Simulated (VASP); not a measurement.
# PbS (I4/mmm) in VASP: a series of runs

The runs below take PbS through electric field gradients, with LDA.

Program: VASP 6.6.1. These are calculated values, not measurements. Logs are shortened: lines on timing, memory, paths and dates and some standing lists are left out, and cuts for length are marked.

## (1) The cell of the first run

It takes space group I4/mmm (No. 139, tetragonal). The conventional cell has a = 4.109 Å, b = 4.109 Å, c = 5.930 Å, α = 90.00°, β = 90.00°, γ = 90.00°. Pb (site symmetry 4/mmm) has 6 S at 2.91 to 2.96 Å within 3.8 Å. Within 3.8 Å of S (site symmetry 4/mmm) lie 6 Pb at 2.91 to 2.96 Å.

## (2) Electric field gradients, LDA (equal xx and yy strain of -2 %)

Contents of INCAR:

```
PREC = Accurate ; ENCUT = 520
EDIFF = 1E-8 ; ISMEAR = -1
SIGMA = 0.01 ; LREAL = False
LASPH = True ; NELM = 60
ALGO = Normal ; ISIF = 2
LWAVE = False ; LCHARG = False
LEFG = True ; NBANDS = 17
```

Contents of KPOINTS:

```
regular mesh
0
Gamma
  8 8 8
```

Contents of POSCAR:

```
PbS
1.0
    0.0000000000      2.9057000000      2.9650000000
    2.9057000000      0.0000000000      2.9650000000
    2.9057000000      2.9057000000      0.0000000000
Pb S
1 1
Direct
    0.0000000000      0.0000000000      0.0000000000
    0.5000000000      0.5000000000      0.5000000000
```

Potentials or basis: VASP PAW LDA potentials, release 64 (Pb_d, S).

On the command line:

```bash
$ cat potpaw_LDA.64/Pb_d/POTCAR potpaw_LDA.64/S/POTCAR > POTCAR
$ mpirun -np 1 vasp_std > vasp.out
```

OUTCAR:

```text
PREC = Accurate
   ENCUT = 520
   EDIFF = 1E-8
   ISMEAR = -1
   LREAL = False
   LASPH = True
   NELM = 60
   ISIF = 2

 ion  position               nearest neighbor table
   1  0.000  0.000  0.000-   2 2.91   2 2.91   2 2.91   2 2.91   2 2.96   2 2.96
   2  0.500  0.500  0.500-   1 2.91   1 2.91   1 2.91   1 2.91   1 2.96   1 2.96

  LATTYP: Found a body centered tetragonal cell.
 ALAT       =     4.1092803482
 C/A-ratio  =     1.4430750636

  Lattice vectors:

 A1 = (  -2.9057000000,   0.0000000000,   2.9650000000)
 A2 = (   2.9057000000,   0.0000000000,   2.9650000000)
 A3 = (   0.0000000000,   2.9057000000,  -2.9650000000)

Analysis of symmetry for initial positions (statically):
=====================================================================
 Subroutine PRICEL returns:
 Original cell was already a primitive cell.

 Routine SETGRP: Setting up the symmetry group for a
 body centered tetragonal supercell.

 Subroutine GETGRP returns: Found 16 space group operations
 (whereof 16 operations were pure point group operations)
 out of a pool of 16 trial point group operations.

The static configuration has the point symmetry D_4h.

Analysis of symmetry for dynamics (positions and initial velocities):
=====================================================================
 Subroutine PRICEL returns:
 Original cell was already a primitive cell.

 Routine SETGRP: Setting up the symmetry group for a
 body centered tetragonal supercell.

 Subroutine GETGRP returns: Found 16 space group operations
 (whereof 16 operations were pure point group operations)
 out of a pool of 16 trial point group operations.

The dynamic configuration has the point symmetry D_4h.

 Subroutine INISYM returns: Found 16 space group operations
 (whereof 16 operations are pure point group operations),
 and found     1 'primitive' translations

----------------------------------------------------------------------------------------

                                     Primitive cell

  volume of cell :      50.0675

  direct lattice vectors                    reciprocal lattice vectors
     0.000000000  2.905700000  2.965000000    -0.172075576  0.172075576  0.168634064
     2.905700000  0.000000000  2.965000000     0.172075576 -0.172075576  0.168634064
     2.905700000  2.905700000  0.000000000     0.172075576  0.172075576 -0.168634064

  length of vectors
     4.151423550  4.151423550  4.109280348     0.296070017  0.296070017  0.296070017

  position of ions in fractional coordinates (direct lattice)
     0.000000000  0.000000000  0.000000000
     0.500000000  0.500000000  0.500000000

  ion indices of the primitive-cell ions
   primitive index   ion index
                 1           1
                 2           2

----------------------------------------------------------------------------------------

 KPOINTS: regular mesh

Automatic generation of k-mesh.
 Grid dimensions read from file:
 generate k-points for:    8    8    8

 Generating k-lattice:

  Cartesian coordinates                     Fractional coordinates (reciprocal lattice)
    -0.021509447  0.021509447  0.021079258     0.125000000  0.000000000  0.000000000
     0.021509447 -0.021509447  0.021079258     0.000000000  0.125000000  0.000000000
     0.021509447  0.021509447 -0.021079258     0.000000000  0.000000000  0.125000000

  Length of vectors
     0.037008752  0.037008752  0.037008752

  Shift w.r.t. Gamma in fractional coordinates (k-lattice)
     0.000000000  0.000000000  0.000000000

 Subroutine IBZKPT returns following result:
 ===========================================

 Found     59 irreducible k-points:

 Following reciprocal coordinates:
            Coordinates               Weight
  0.000000  0.000000  0.000000      1.000000
  0.125000  0.000000  0.000000      8.000000
  0.250000  0.000000  0.000000      8.000000
  0.375000  0.000000  0.000000      8.000000
  0.500000  0.000000  0.000000      4.000000
  0.125000  0.125000  0.000000      2.000000
[... 16 lines left out ...]
  0.250000  0.000000  0.125000     16.000000
  0.375000  0.000000  0.125000     16.000000
 [... further k-points ...]
   k-points           NKPTS =     59   k-points in BZ     NKDIM =     59   number of bands    NBANDS=     17
   number of dos      NEDOS =    301   number of ions     NIONS =      2
   total plane-waves  NPLWV =  32768
   dimension x,y,z NGX =    32 NGY =   32 NGZ =   32
   dimension x,y,z NGXF=    64 NGYF=   64 NGZF=   64
   ions per type =               1   1
   NGX,Y,Z   is equivalent  to a cutoff of  12.81, 12.81, 12.95 a.u.
   NGXF,Y,Z  is equivalent  to a cutoff of  25.63, 25.63, 25.89 a.u.
 SYSTEM =  unknown system
   PREC   = accura    normal or accurate (medium, high low for compatibility)
   ISTART =      0    job   : 0-new  1-cont  2-samecut
   ICHARG =      2    charge: 1-file 2-atom 10-const
   ISPIN  =      1    spin polarized calculation?
   LNONCOLLINEAR =      F non collinear calculations
   LSORBIT =      F    spin-orbit coupling
   LASPH  =      T    aspherical Exc in radial PAW
   ENCUT  =  520.0 eV  38.22 Ry    6.18 a.u.   7.72  7.72  7.64*2*pi/ulx,y,z
   NELM   =     60;   NELMIN=  2; NELMDL= -5     # of ELM steps
   EDIFF  = 0.1E-07   stopping-criterion for ELM
   LREAL  =      F    real-space projection
   EDIFFG = 0.1E-06   stopping-criterion for IOM
   NSW    =      0    number of steps for IOM
   IBRION =     -1    ionic relax: 0-MD 1-quasi-New 2-CG
   NFREE  =      0    steps in history (QN), initial steepest desc. (CG)
   ISIF   =      2    stress and relaxation
   ISYM   =      2    0-nonsym 1-usesym 2-fastsym
   POTIM  = 0.5000    time-step for ionic-motion
   TEBEG  =    0.0;   TEEND  =   0.0 temperature during run
   PSTRESS=    0.0 pullay stress
   NELECT =      20.0000    total number of electrons
   NUPDOWN=      -1.0000    fix difference up-down
   EMIN   =  10.00;   EMAX   =-10.00  energy-range for DOS
   EFERMI =   0.00;   METHOD = LEGACY
   ISMEAR =    -1;   SIGMA  =   0.01  broadening in eV -4-tet -1-fermi 0-gaus
   EFERMI_NEDOS =   21; number of points for ismear=-14 and -15
   IALGO  =     38    algorithm
   IMIX   =      4    mixing-type and parameters
     AMIX     =   0.40;   BMIX     =  1.00
     AMIX_MAG =   1.60;   BMIX_MAG =  1.00
  volume/ion in A,a.u.               =      25.03       168.94
  Fermi-wavevector in a.u.,A,eV,Ry     =   1.205682  2.278408 19.778366  1.453669
  Thomas-Fermi vector in A             =   2.341371
   LORBIT       =      0    0 simple, 1 ext, 2 COOP (PROOUT), +10 PAW based schemes
   GGA     = CA    functional components
   LHFCALC =     F    Hartree Fock is set to
   AEXX    =    0.0000 exact exchange contribution
   IVDW    =     0    specifies the selected vdW correction
   LEPSILON=     F    determine dielectric tensor
   LRPA    =     F    only Hartree local field effects (RPA)
 non-spin polarized calculation
  energy-cutoff  :      520.00
  volume of cell :       50.07
 maximum number of plane-waves:      1379
   NGX = 15   NGY = 15   NGZ = 15

 number of electron      19.9999997 magnetization

 Free energy of the ion-electron system (eV)
  ---------------------------------------------------
  ext. energy  EPLUGINS =         0.00000000
  ---------------------------------------------------
  free energy    TOTEN  =        -9.99307173 eV

  energy without entropy =       -9.99295088  energy(sigma->0) =       -9.99301130

 E-fermi :   6.2336     XC(G=0): -10.2178

 val. band max:        6.2145986830   @ k =   0.5000   0.0000   0.0000
 cond. band min:       6.2525859468   @ k =   0.5000   0.0000   0.0000
 fundamental gap:      0.0379872638
 Fermi energy:         6.2335923150

 k-point     1 :       0.0000    0.0000    0.0000
  band No.  band energies     occupation
      1     -10.6997      2.00000
      2     -10.6997      2.00000
      3     -10.6985      2.00000
      4     -10.6976      2.00000
      5     -10.6857      2.00000
      6      -7.8019      2.00000
[... 9 lines left out ...]
     16      12.7381      0.00000
     17      14.4681      0.00000
[... 441 lines left out ...]
 k-point    24 :       0.3750    0.0000    0.1250
  band No.  band energies     occupation
      1     -10.7422      2.00000
      2     -10.7101      2.00000
      3     -10.6994      2.00000
      4     -10.6643      2.00000
      5     -10.6461      2.00000
      6      -6.7562      2.00000
[... 9 lines left out ...]
     16      15.8309      0.00000
     17      17.8378      0.00000

 [... further k-points ...]

------------------------ aborting loop because EDIFF is reached ----------------------------------------

  FORCE on cell =-STRESS in cart. coord.  units (eV):
  Direction    XX          YY          ZZ          XY          YZ          ZX
  --------------------------------------------------------------------------------------
  -------------------------------------------------------------------------------------
  Total        0.2797835      0.2797835     -0.6069823      0.0000000      0.0000000      0.0000000
  in kB        8.9531621      8.9531621    -19.4236294      0.0000000      0.0000000      0.0000000
  external PRESSURE =      -0.5057684 kB  Pullay stress =       0.0000000 kB

 VOLUME and BASIS-vectors are now :
 -----------------------------------------------------------------------------
  energy-cutoff  :      520.00
  volume of cell :       50.07
      direct lattice vectors                 reciprocal lattice vectors
     0.000000000  2.905700000  2.965000000    -0.172075576  0.172075576  0.168634064
     2.905700000  0.000000000  2.965000000     0.172075576 -0.172075576  0.168634064
     2.905700000  2.905700000  0.000000000     0.172075576  0.172075576 -0.168634064

 POSITION                                       TOTAL-FORCE (eV/Angst)
 -----------------------------------------------------------------------------------
      0.00000      0.00000      0.00000        -0.000000      0.000000      0.000000
      2.90570      2.90570      2.96500         0.000000     -0.000000     -0.000000
 -----------------------------------------------------------------------------------
    total drift:                                0.000000     -0.000000     -0.000000

  FREE ENERGIE OF THE ION-ELECTRON SYSTEM (eV)
  ---------------------------------------------------
  free  energy   TOTEN  =        -9.9930717286 eV

  energy  without entropy=       -9.9929508755  energy(sigma->0) =       -9.99301130

 Electric field gradients (V/A^2)
---------------------------------------------------------------------
 ion       V_xx      V_yy      V_zz      V_xy      V_xz      V_yz
---------------------------------------------------------------------
   1     -30.945   -30.945    61.889    -0.001    -0.001    -0.001
   2      -1.474    -1.474     2.948    -0.000    -0.000    -0.000
---------------------------------------------------------------------

 Electric field gradients after diagonalization (V/A^2)
 (convention: |V_zz| > |V_xx| > |V_yy|)
----------------------------------------------------------------------
 ion       V_xx      V_yy      V_zz     asymmetry (V_yy - V_xx)/ V_zz
----------------------------------------------------------------------
   1     -30.946   -30.944    61.889       0.000
   2      -1.474    -1.474     2.948       0.000
----------------------------------------------------------------------

           NMR quadrupolar parameters

 Cq : quadrupolar parameter    Cq=e*Q*V_zz/h
 eta: asymmetry parameters     (V_yy - V_xx)/ V_zz
 Q  : nuclear electric quadrupole moment in mb (millibarn)
----------------------------------------------------------------------
 ion       Cq(MHz)       eta       Q (mb)
----------------------------------------------------------------------
   1       0.150       0.000       1.000
   2       0.007       0.000       1.000
----------------------------------------------------------------------
```

Wall time 41 s (1 thread of Intel Xeon Platinum 8488C (Sapphire Rapids), shared host); peak memory 0.18 GiB.

What came out:

```yaml
Free_energy: -9.9931 eV
Pressure: -0.1 GPa
Band_gap_on_the_k_mesh: 0.04 eV, direct
```

Electric field gradients, principal values (V/Å²):
```
atom    least   middle  greatest (by size)
1 Pb  -30.944  -30.946              61.889
 2 S   -1.474   -1.474               2.948
```

Caveat: the cell differs from its parent crystal (equal xx and yy strain of -2 %); without QUAD_EFG the Cq values of the log hold for a quadrupole moment of 1 mb, not for the nuclei; spin-orbit coupling is left out, which moves the levels of the heavy elements. A k mesh can miss the band edges.

## (3) Electric field gradients, LDA (zz strain of -2 %)

Contents of INCAR:

```
SYSTEM = PbS
ALGO = Normal ; EDIFF = 1E-8
ENCUT = 520 ; GGA = CA
ISIF = 2 ; ISMEAR = -1
LASPH = .True. ; LCHARG = .False.
LEFG = .True. ; LREAL = .False.
LWAVE = .False. ; NBANDS = 17
NELM = 80 ; PREC = Accurate
SIGMA = 0.01
```

Contents of KPOINTS:

```
k-points
0
Gamma
  8 8 8
  0 0 0
```

Contents of POSCAR:

```
PbS
1.0
    0.0000000000      2.9650000000      2.9057000000
    2.9650000000      0.0000000000      2.9057000000
    2.9650000000      2.9650000000      0.0000000000
Pb S
1 1
Direct
    0.0000000000      0.0000000000      0.0000000000
    0.5000000000      0.5000000000      0.5000000000
```

Potentials or basis: VASP PAW LDA potentials, release 64 (Pb_d, S).

On the command line:

```bash
$ cat potpaw_LDA.64/Pb_d/POTCAR potpaw_LDA.64/S/POTCAR > POTCAR
$ mpirun -np 1 vasp_std > vasp.out
```

OUTCAR:

```text
SYSTEM = PbS
   EDIFF = 1E-8
   ENCUT = 520
   GGA = CA
   ISIF = 2
   ISMEAR = -1
   LASPH = .True.
   LREAL = .False.
   NELM = 80
   PREC = Accurate

 ion  position               nearest neighbor table
   1  0.000  0.000  0.000-   2 2.91   2 2.91   2 2.96   2 2.96   2 2.96   2 2.96
   2  0.500  0.500  0.500-   1 2.91   1 2.91   1 2.96   1 2.96   1 2.96   1 2.96

  LATTYP: Found a body centered tetragonal cell.
 ALAT       =     4.1931432124
 C/A-ratio  =     1.3859292911

  Lattice vectors:

[... 693 lines left out ...]
  ---------------------------------------------------
  free  energy   TOTEN  =        -9.9889666404 eV

  energy  without entropy=       -9.9889604685  energy(sigma->0) =       -9.98896355

 Electric field gradients (V/A^2)
---------------------------------------------------------------------
 ion       V_xx      V_yy      V_zz      V_xy      V_xz      V_yz
---------------------------------------------------------------------
   1      31.182    31.182   -62.365    -0.001    -0.001    -0.001
   2       1.525     1.525    -3.049    -0.000    -0.000    -0.000
---------------------------------------------------------------------

 Electric field gradients after diagonalization (V/A^2)
 (convention: |V_zz| > |V_xx| > |V_yy|)
----------------------------------------------------------------------
 ion       V_xx      V_yy      V_zz     asymmetry (V_yy - V_xx)/ V_zz
----------------------------------------------------------------------
   1      31.183    31.182   -62.365       0.000
   2       1.525     1.524    -3.049       0.000
----------------------------------------------------------------------

           NMR quadrupolar parameters

 Cq : quadrupolar parameter    Cq=e*Q*V_zz/h
 eta: asymmetry parameters     (V_yy - V_xx)/ V_zz
 Q  : nuclear electric quadrupole moment in mb (millibarn)
----------------------------------------------------------------------
 ion       Cq(MHz)       eta       Q (mb)
----------------------------------------------------------------------
   1      -0.151       0.000       1.000
   2      -0.007       0.000       1.000
----------------------------------------------------------------------
```

OSZICAR:

```text
N       E                     dE             d eps       ncg     rms          rms(c)
DAV:   1     0.156283192940E+03    0.15628E+03   -0.97905E+03  2023   0.124E+03
DAV:   2     0.172433056764E+01   -0.15456E+03   -0.14871E+03  2157   0.317E+02
DAV:   3    -0.101220121257E+02   -0.11846E+02   -0.11758E+02  2642   0.921E+01
DAV:   4    -0.104191920332E+02   -0.29718E+00   -0.29693E+00  2562   0.156E+01
DAV:   5    -0.104296059455E+02   -0.10414E-01   -0.10413E-01  2912   0.289E+00    0.465E+00
DAV:   6    -0.100005514902E+02    0.42905E+00   -0.12545E+00  3227   0.777E+00    0.325E+00
DAV:   7    -0.999277061849E+01    0.77809E-02   -0.10225E-01  2504   0.163E+00    0.176E+00
DAV:   8    -0.998926324076E+01    0.35074E-02   -0.10545E-02  2587   0.104E+00    0.168E-01
DAV:   9    -0.998894690886E+01    0.31633E-03   -0.19631E-03  3151   0.356E-01    0.749E-02
DAV:  10    -0.998897208877E+01   -0.25180E-04   -0.13067E-04  2321   0.757E-02    0.461E-02
DAV:  11    -0.998896671167E+01    0.53771E-05   -0.21377E-05  2850   0.505E-02    0.117E-02
DAV:  12    -0.998896664439E+01    0.67278E-07   -0.97571E-07  2989   0.121E-02    0.187E-03
DAV:  13    -0.998896664014E+01    0.42448E-08   -0.12251E-07  2578   0.256E-03    0.184E-03
DAV:  14    -0.998896664042E+01   -0.27148E-09   -0.66494E-09  1841   0.960E-04
   1 F= -.99889666E+01 E0= -.99889636E+01  d E =-.617194E-05
```

stdout:

```text
POSCAR found type information on POSCAR PbS
 POSCAR found :  2 types and       2 ions
 scaLAPACK will be used
 LDA part: xc-table for (Slater(with rela. corr.)+CA(PZ))
 , standard interpolation
 POSCAR, INCAR and KPOINTS ok, starting setup
 FFT: planning ... GRIDC
 FFT: planning ... GRID_SOFT
 FFT: planning ... GRID
 WAVECAR not read
 entering main loop
ion   1

ion   2
```

Run time: 51 s. Hardware: 1 thread of Intel Xeon Platinum 8488C (Sapphire Rapids), shared host; peak memory 0.18 GiB.

Results:

```yaml
Free_energy: -9.9890 eV
Pressure: -1.3 GPa
Band_gap_on_the_k_mesh: 0.12 eV, direct
```

Levels at points of the mesh, in eV from the valence-band top:
| k point | band 7 | band 8 | band 9 | band 10 | band 11 | band 12 | band 13 | band 14 |
| --- | --- | --- | --- | --- | --- | --- | --- | --- |
| (0.00, 0.00, 0.00) | -6.07 | -2.42 | -2.25 | -2.25 | 4.94 | 4.94 | 5.42 | 6.52 |
| (0.50, 0.00, 0.00) | -9.09 | -1.90 | -1.86 | 0.00 | 0.12 | 1.69 | 1.82 | 8.46 |
| (0.50, 0.50, 0.00) | -7.42 | -5.50 | -3.67 | -3.67 | 3.54 | 5.53 | 5.53 | 5.65 |
| (0.50, 0.00, 0.50) | -7.31 | -5.46 | -3.73 | -3.52 | 3.63 | 5.42 | 5.42 | 5.87 |

Electric field gradients, principal values (V/Å²):
```csv
atom,least,middle,greatest (by size)
1 Pb,31.182,31.183,-62.365
2 S,1.524,1.525,-3.049
```

Caveat: the cell differs from its parent crystal (zz strain of -2 %); without QUAD_EFG the Cq values of the log hold for a quadrupole moment of 1 mb, not for the nuclei; spin-orbit coupling is left out, which moves the levels of the heavy elements.

[end of part 1 of 2]
